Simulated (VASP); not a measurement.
Input of a VASP 6.6.1 run:

File INCAR:

```
ALGO     = Normal         # electronic algorithm
EDIFF    = 1E-7           # SCF threshold, eV
ENCUT    = 520            # plane-wave cutoff, eV
GGA      = PE             # functional
ISIF     = 2              # what is computed and relaxed
ISMEAR   = 0              # smearing method
LASPH    = True           # aspherical terms in the spheres
LCHARG   = False          # write CHGCAR
LREAL    = False          # projectors in reciprocal space
LWAVE    = False          # write WAVECAR
NBANDS   = 15             # bands
NELM     = 100            # most SCF steps
PREC     = Accurate       # precision mode
SIGMA    = 0.05           # smearing width, eV
```

The input KPOINTS:

```
k-points
0
Gamma
  8 8 8
```

File POSCAR:

```
CaO
1.0
    0.0000000000      2.5224700000      2.3755300000
    2.5224700000      0.0000000000      2.3755300000
    2.5224700000      2.5224700000      0.0000000000
Ca O
1 1
Direct
    0.0000000000      0.0000000000      0.0000000000
    0.5000000000      0.5000000000      0.5000000000
```

Potentials or basis: VASP PAW PBE potentials, release 64 (Ca_sv, O).

Command:

```sh
$ cat potpaw_PBE.64/Ca_sv/POTCAR potpaw_PBE.64/O/POTCAR > POTCAR
$ mpirun -np 1 vasp_std > vasp.out
```

(1) Estimate the band gap on the k mesh.

(2) Estimate the pressure.

Answers

(1) 3.45 eV, indirect (least direct gap 3.90 eV).

(2) -5.2 GPa.

Caveat: the cell differs from its parent crystal (strain +0.030 along x and y, -0.030 along z).
